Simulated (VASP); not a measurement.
# Al6N5 (a cell with a defect) in VASP: notebook

The runs below take Al6N5 (a cell with a defect) through single point, with PBEsol.

Program: VASP 6.6.1. These are calculated values, not measurements. Logs are shortened: lines on timing, memory, paths and dates and some standing lists are left out, and cuts for length are marked.

### 1 The cell of the first run

The cell holds a defect, 11 atoms: a = 5.295 Å, b = 5.295 Å, c = 5.295 Å, α = 65.36°, β = 65.36°, γ = 65.36°.

### 2 Single point, PBEsol

INCAR

```
PREC = Accurate
ENCUT = 520
EDIFF = 1E-6
ISMEAR = 0
SIGMA = 0.05
LREAL = False
LASPH = True
NELM = 80
ALGO = Normal
ISIF = 2
LWAVE = False
LCHARG = False
GGA = PS
NELECT = 40.0
NBANDS = 32
```

KPOINTS

```
regular mesh
0
Gamma
  6 6 6
```

POSCAR

```
Al6N5
1.0
   -3.3014697842      0.0000000000      4.1398709024
    1.6507348921     -2.8591567030      4.1398709024
    1.6507348921      2.8591567030      4.1398709024
Al N
6 5
Direct
    0.2500000000      0.9166666667      0.5833333333
    0.5833333333      0.2500000000      0.9166666667
    0.9166666667      0.5833333333      0.2500000000
    0.7500000000      0.0833333333      0.4166666667
    0.0833333333      0.4166666667      0.7500000000
    0.4166666667      0.7500000000      0.0833333333
    0.4166666667      0.0833333333      0.7500000000
    0.7500000000      0.4166666667      0.0833333333
    0.9695573784      0.1745324748      0.5720449266
    0.2500000000      0.5833333333      0.9166666667
    0.5833333333      0.9166666667      0.2500000000
```

Potentials or basis: VASP PAW PBE potentials, release 64 (Al, N).

Launch:

```console
> cat potpaw_PBE.64/Al/POTCAR potpaw_PBE.64/N/POTCAR > POTCAR
> mpirun -np 1 vasp_std > vasp.out
```

OUTCAR:

```text
PREC = Accurate
   ENCUT = 520
   EDIFF = 1E-6
   ISMEAR = 0
   LREAL = False
   LASPH = True
   NELM = 80
   ISIF = 2
   GGA = PS
   NELECT = 40.0

 ion  position               nearest neighbor table
   1  0.250  0.917  0.583-   9 1.55  11 1.91  10 1.91   7 2.07   4 2.81   4 2.81   5 2.81   6 2.81
                             5 2.81   6 2.81   2 3.30   3 3.30   2 3.30   3 3.30   2 3.30   3 3.30
   2  0.583  0.250  0.917-  10 1.91  11 1.91   7 2.07   8 2.07   9 2.12   6 2.81   6 2.81   4 2.81
                             5 2.81   5 2.81   4 2.81   3 3.30   1 3.30   1 3.30   3 3.30   1 3.30
   3  0.917  0.583  0.250-  10 1.91  11 1.91   8 2.07   9 2.12   5 2.81   5 2.81   4 2.81   6 2.81
                             6 2.81   4 2.81   2 3.30   1 3.30   1 3.30   1 3.30   2 3.30   2 3.30
   4  0.750  0.083  0.417-   7 1.91   8 1.91   9 1.96  11 2.07   1 2.81   1 2.81   3 2.81   2 2.81
                             3 2.81   2 2.81   5 3.30   6 3.30   6 3.30   5 3.30   6 3.30   5 3.30
   5  0.083  0.417  0.750-   8 1.91   7 1.91  10 2.07   9 2.24   3 2.81   3 2.81   1 2.81   2 2.81
                             2 2.81   1 2.81   6 3.30   4 3.30   4 3.30   6 3.30   6 3.30   4 3.30
   6  0.417  0.750  0.083-   8 1.91   7 1.91  10 2.07  11 2.07   2 2.81   2 2.81   3 2.81   1 2.81
                             3 2.81   1 2.81   5 3.30   4 3.30   4 3.30   4 3.30   5 3.30   5 3.30
   7  0.417  0.083  0.750-   4 1.91   6 1.91   5 1.91   2 2.07   1 2.07
   8  0.750  0.417  0.083-   5 1.91   6 1.91   4 1.91   3 2.07   2 2.07
   9  0.970  0.175  0.572-   1 1.55   4 1.96   3 2.12   2 2.12   5 2.24
  10  0.250  0.583  0.917-   2 1.91   3 1.91   1 1.91   5 2.07   6 2.07
  11  0.583  0.917  0.250-   1 1.91   2 1.91   3 1.91   4 2.07   6 2.07

  LATTYP: Found a trigonal (rhomboedric) cell.
 ALAT       =     5.2951141465
 COS(alpha) =     0.4168835952

  Lattice vectors:

 A1 = (  -3.3014697842,   0.0000000000,   4.1398709024)
 A2 = (   1.6507348921,  -2.8591567030,   4.1398709024)
 A3 = (   1.6507348921,   2.8591567030,   4.1398709024)

Analysis of symmetry for initial positions (statically):
=====================================================================
 Subroutine PRICEL returns:
 Original cell was already a primitive cell.

 Routine SETGRP: Setting up the symmetry group for a
 trigonal (rhombohedral) supercell.

 Subroutine GETGRP returns: Found  1 space group operations
 (whereof  1 operations were pure point group operations)
 out of a pool of 12 trial point group operations.

The static configuration has the point symmetry C_1 .

Analysis of symmetry for dynamics (positions and initial velocities):
=====================================================================
 Subroutine PRICEL returns:
 Original cell was already a primitive cell.

 Routine SETGRP: Setting up the symmetry group for a
 trigonal (rhombohedral) supercell.

 Subroutine GETGRP returns: Found  1 space group operations
 (whereof  1 operations were pure point group operations)
 out of a pool of 12 trial point group operations.

The dynamic configuration has the point symmetry C_1 .

 Subroutine INISYM returns: Found  1 space group operations
 (whereof  1 operations are pure point group operations),
 and found     1 'primitive' translations

----------------------------------------------------------------------------------------

                                     Primitive cell

  volume of cell :     117.2339

  direct lattice vectors                    reciprocal lattice vectors
    -3.301469784  0.000000000  4.139870902    -0.201930264  0.000000000  0.080517809
     1.650734892 -2.859156703  4.139870902     0.100965132 -0.174876739  0.080517809
     1.650734892  2.859156703  4.139870902     0.100965132  0.174876739  0.080517809

  length of vectors
     5.295114147  5.295114147  5.295114147     0.217391235  0.217391235  0.217391235

  position of ions in fractional coordinates (direct lattice)
     0.250000000  0.916666667  0.583333333
     0.583333333  0.250000000  0.916666667
     0.916666667  0.583333333  0.250000000
     0.750000000  0.083333333  0.416666667
     0.083333333  0.416666667  0.750000000
     0.416666667  0.750000000  0.083333333
     0.416666667  0.083333333  0.750000000
     0.750000000  0.416666667  0.083333333
     0.969557378  0.174532475  0.572044927
     0.250000000  0.583333333  0.916666667
     0.583333333  0.916666667  0.250000000

  ion indices of the primitive-cell ions
   primitive index   ion index
                 1           1
                 2           2
                 3           3
                 4           4
                 5           5
                 6           6
                 7           7
                 8           8
                 9           9
                10          10
                11          11

----------------------------------------------------------------------------------------

 KPOINTS: regular mesh

Automatic generation of k-mesh.
 Grid dimensions read from file:
 generate k-points for:    6    6    6

 Generating k-lattice:

  Cartesian coordinates                     Fractional coordinates (reciprocal lattice)
    -0.033655044  0.000000000  0.013419635     0.166666667  0.000000000  0.000000000
     0.016827522 -0.029146123  0.013419635     0.000000000  0.166666667  0.000000000
     0.016827522  0.029146123  0.013419635     0.000000000  0.000000000  0.166666667

  Length of vectors
     0.036231873  0.036231873  0.036231873

  Shift w.r.t. Gamma in fractional coordinates (k-lattice)
     0.000000000  0.000000000  0.000000000

 Subroutine IBZKPT returns following result:
 ===========================================

 Found    112 irreducible k-points:

 Following reciprocal coordinates:
            Coordinates               Weight
  0.000000  0.000000  0.000000      1.000000
  0.166667 -0.000000 -0.000000      2.000000
 -0.000000  0.166667 -0.000000      2.000000
 -0.000000 -0.000000  0.166667      2.000000
  0.333333  0.000000  0.000000      2.000000
  0.000000  0.333333 -0.000000      2.000000
[... 16 lines left out ...]
 -0.166667  0.500000 -0.000000      2.000000
  0.166667 -0.000000  0.500000      2.000000
 [... further k-points ...]
   k-points           NKPTS =    112   k-points in BZ     NKDIM =    112   number of bands    NBANDS=     32
   number of dos      NEDOS =    301   number of ions     NIONS =     11
   total plane-waves  NPLWV =  64000
   dimension x,y,z NGX =    40 NGY =   40 NGZ =   40
   dimension x,y,z NGXF=    80 NGYF=   80 NGZF=   80
   ions per type =               6   5
   NGX,Y,Z   is equivalent  to a cutoff of  12.56, 12.56, 12.56 a.u.
   NGXF,Y,Z  is equivalent  to a cutoff of  25.12, 25.12, 25.12 a.u.
 SYSTEM =  unknown system
   PREC   = accura    normal or accurate (medium, high low for compatibility)
   ISTART =      0    job   : 0-new  1-cont  2-samecut
   ICHARG =      2    charge: 1-file 2-atom 10-const
   ISPIN  =      1    spin polarized calculation?
   LNONCOLLINEAR =      F non collinear calculations
   LSORBIT =      F    spin-orbit coupling
   LASPH  =      T    aspherical Exc in radial PAW
   ENCUT  =  520.0 eV  38.22 Ry    6.18 a.u.   9.85  9.85  9.85*2*pi/ulx,y,z
   NELM   =     80;   NELMIN=  2; NELMDL= -5     # of ELM steps
   EDIFF  = 0.1E-05   stopping-criterion for ELM
   LREAL  =      F    real-space projection
   EDIFFG = 0.1E-04   stopping-criterion for IOM
   NSW    =      0    number of steps for IOM
   IBRION =     -1    ionic relax: 0-MD 1-quasi-New 2-CG
   NFREE  =      0    steps in history (QN), initial steepest desc. (CG)
   ISIF   =      2    stress and relaxation
   ISYM   =      2    0-nonsym 1-usesym 2-fastsym
   POTIM  = 0.5000    time-step for ionic-motion
   TEBEG  =    0.0;   TEEND  =   0.0 temperature during run
   PSTRESS=    0.0 pullay stress
   NELECT =      40.0000    total number of electrons
   NUPDOWN=      -1.0000    fix difference up-down
   EMIN   =  10.00;   EMAX   =-10.00  energy-range for DOS
   EFERMI =   0.00;   METHOD = LEGACY
   ISMEAR =     0;   SIGMA  =   0.05  broadening in eV -4-tet -1-fermi 0-gaus
   EFERMI_NEDOS =   21; number of points for ismear=-14 and -15
   IALGO  =     38    algorithm
   IMIX   =      4    mixing-type and parameters
     AMIX     =   0.40;   BMIX     =  1.00
     AMIX_MAG =   1.60;   BMIX_MAG =  1.00
  volume/ion in A,a.u.               =      10.66        71.92
  Fermi-wavevector in a.u.,A,eV,Ry     =   1.143959  2.161769 17.805152  1.308642
  Thomas-Fermi vector in A             =   2.280652
   LORBIT       =      0    0 simple, 1 ext, 2 COOP (PROOUT), +10 PAW based schemes
   GGA     = PS    functional components
   LHFCALC =     F    Hartree Fock is set to
   AEXX    =    0.0000 exact exchange contribution
   IVDW    =     0    specifies the selected vdW correction
   LEPSILON=     F    determine dielectric tensor
   LRPA    =     F    only Hartree local field effects (RPA)
 non-spin polarized calculation
 Gauss-broadening in eV      SIGMA  =   0.05
  energy-cutoff  :      520.00
  volume of cell :      117.23
 maximum number of plane-waves:      3199
   NGX = 19   NGY = 19   NGZ = 19

 number of electron      39.9999999 magnetization

 Free energy of the ion-electron system (eV)
  ---------------------------------------------------
  ext. energy  EPLUGINS =         0.00000000
  ---------------------------------------------------
  free energy    TOTEN  =      -100.84095744 eV

  energy without entropy =     -100.83797730  energy(sigma->0) =     -100.83946737

 E-fermi :   6.5958     XC(G=0): -10.7606

 val. band max:        6.5804091275   @ k =   0.0000   0.0000   0.0000
 cond. band min:       6.5972799720   @ k =  -0.3333   0.1667   0.0000
 fundamental gap:      0.0168708445
 Fermi energy:         6.5958415549

 k-point     1 :       0.0000    0.0000    0.0000
  band No.  band energies     occupation
      1      -8.8812      2.00000
      2      -6.7520      2.00000
      3      -6.7186      2.00000
      4      -6.3048      2.00000
      5      -5.7868      2.00000
      6       0.9543      2.00000
[... 24 lines left out ...]
     31      16.2131      0.00000
     32      16.4476      0.00000
[... 774 lines left out ...]
      2      -7.7178      2.00000
      3      -6.8661      2.00000
      4      -6.2140      2.00000
      5      -5.9475      2.00000
      6       0.5005      2.00000
[... 24 lines left out ...]
     31      15.7184      0.00000
     32      16.6315      0.00000

 [... further k-points ...]
[... 5 lines left out ...]
  --------------------------------------------------------------------------------------
  -------------------------------------------------------------------------------------
  Total      -21.0173017    -29.4061585    -34.5357146     -7.1346216      0.2033081     -3.0693932
  in kB     -287.2329133   -401.8792078   -471.9822771    -97.5052924      2.7785095    -41.9478559
  external PRESSURE =    -387.0314660 kB  Pullay stress =       0.0000000 kB

 VOLUME and BASIS-vectors are now :
 -----------------------------------------------------------------------------
  energy-cutoff  :      520.00
  volume of cell :      117.23
      direct lattice vectors                 reciprocal lattice vectors
    -3.301469784  0.000000000  4.139870902    -0.201930264  0.000000000  0.080517809
     1.650734892 -2.859156703  4.139870902     0.100965132 -0.174876739  0.080517809
     1.650734892  2.859156703  4.139870902     0.100965132  0.174876739  0.080517809

 POSITION                                       TOTAL-FORCE (eV/Angst)
 -----------------------------------------------------------------------------------
      1.65073     -0.95305      7.24477        -8.683563      5.020788      3.748097
      0.00000      1.90610      7.24477        -0.919051      0.114753     -0.216369
     -1.65073     -0.95305      7.24477        -0.585260      0.597471     -3.079527
     -1.65073      0.95305      5.17484         1.746558     -0.851378     -0.201535
      1.65073      0.95305      5.17484        -0.275836      2.526436      0.244657
     -0.00000     -1.90610      5.17484        -2.016327     -1.223823     -0.010914
     -0.00000      1.90610      5.17484         0.207031     -0.142590      0.713115
     -1.65073     -0.95305      5.17484        -0.180459     -0.322045     -0.581823
     -1.96856      1.13655      7.10458        10.788627     -6.677864     -0.602245
      1.65073      0.95305      7.24477         0.266677     -0.282994     -0.017941
      0.00000     -1.90610      7.24477        -0.348396      1.241244      0.004485
 -----------------------------------------------------------------------------------
    total drift:                               -0.000239      0.000234      0.000047

  FREE ENERGIE OF THE ION-ELECTRON SYSTEM (eV)
  ---------------------------------------------------
  free  energy   TOTEN  =      -100.8409574387 eV

  energy  without entropy=     -100.8379773027  energy(sigma->0) =     -100.83946737
```

Run time: 4.7 min. Hardware: 1 thread of AMD EPYC 9R45 (Zen 5), shared host; peak memory 0.41 GiB.

What came out:

```
Free energy   : -100.8410 eV
Largest force : 12.702 eV/Å
```

Forces in eV/Å, atoms in the order of the input:
```
Al  -8.684  5.021  3.748
Al  -0.919  0.115 -0.216
Al  -0.585  0.597 -3.080
Al   1.747 -0.851 -0.202
Al  -0.276  2.526  0.245
Al  -2.016 -1.224 -0.011
N    0.207 -0.143  0.713
N   -0.180 -0.322 -0.582
N   10.789 -6.678 -0.602
N    0.267 -0.283 -0.018
N   -0.348  1.241  0.004
```

Caveat: the cell carries a net charge on a neutralising background, which shifts energy and pressure; the cell differs from its parent crystal (atoms taken out, atom 9 moved 0.125 of the way to it and +0.175 Å across, host rigid); the cell is charged against a uniform background, so pressure and absolute levels hang on convention; the PAW data sets were made with another functional, which shifts forces and pressure a little.

### 3 Single point, PBEsol

INCAR

```
  ALGO = Normal
  EDIFF = 1E-7
  ENCUT = 520
  GGA = PS
  ISIF = 2
  ISMEAR = 0
  LASPH = T
  LCHARG = F
  LREAL = F
  LWAVE = F
  NBANDS = 32
  NELECT = 40.0
  NELM = 100
  PREC = Accurate
  SIGMA = 0.05
```

KPOINTS

```
k-points
0
Gamma
  6 6 6
```

POSCAR: that of step 2 with these lines changed.

```diff
@@ -16,3 +16,3 @@
     0.7500000000      0.4166666667      0.0833333333
-    0.9695573784      0.1745324748      0.5720449266
+    0.9583333333      0.1250000000      0.5416666667
     0.2500000000      0.5833333333      0.9166666667
```

Potentials or basis: VASP PAW PBE potentials, release 64 (Al, N).

Launch:

```console
> cat potpaw_PBE.64/Al/POTCAR potpaw_PBE.64/N/POTCAR > POTCAR
> mpirun -np 1 vasp_std > vasp.out
```

Wall time 4.5 min (1 thread of AMD EPYC 9R45 (Zen 5), shared host); peak memory 0.41 GiB.

It converged, with:

```yaml
Free_energy: -99.1996 eV
Largest_force: 12.730 eV/Å
```

Forces in eV/Å, atoms in the order of the input:
```
Al  -9.433  5.456  6.580
Al  -0.668  0.415 -0.648
Al  -0.735  0.268 -3.459
Al   3.294 -1.571 -6.174
Al  -0.155  2.492  1.324
Al  -1.961 -1.321  0.031
N    1.234 -0.418 -0.158
N   -0.353 -1.065 -1.216
N    9.213 -5.580  3.650
N    0.130 -0.053  0.093
N   -0.565  1.378 -0.022
```

Levels at points of the mesh, in eV from the Fermi level:
| k point | band 18 | band 19 | band 20 | band 21 | band 22 | band 23 |
| --- | --- | --- | --- | --- | --- | --- |
| (0.00, 0.00, 0.00) | -0.81 | -0.37 | 0.07 | 0.22 | 3.46 | 4.39 |
| (0.50, 0.00, 0.00) | -0.91 | -0.74 | -0.19 | 0.11 | 3.04 | 4.34 |
| (0.00, 0.50, 0.00) | -0.78 | -0.66 | -0.47 | 0.36 | 2.78 | 3.85 |
| (0.00, 0.00, 0.50) | -0.98 | -0.51 | -0.23 | 0.09 | 3.11 | 4.33 |
| (0.50, 0.50, 0.00) | -1.40 | -0.54 | -0.37 | 0.38 | 2.94 | 4.18 |
| (0.50, 0.00, 0.50) | -1.00 | -0.67 | -0.16 | -0.11 | 3.70 | 4.00 |
| (0.00, 0.50, 0.50) | -1.14 | -0.51 | -0.14 | 0.58 | 2.79 | 4.25 |
| (0.50, 0.50, 0.50) | -1.51 | -1.17 | -0.81 | 1.07 | 3.10 | 3.79 |

Caveat: the cell carries a net charge on a neutralising background, which shifts energy and pressure; the cell differs from its parent crystal (atoms taken out, atom 9 moved 0.250 of the way to it and +0.000 Å across, host rigid); the cell is charged against a uniform background, so pressure and absolute levels hang on convention; the PAW data sets were made with another functional, which shifts forces and pressure a little.
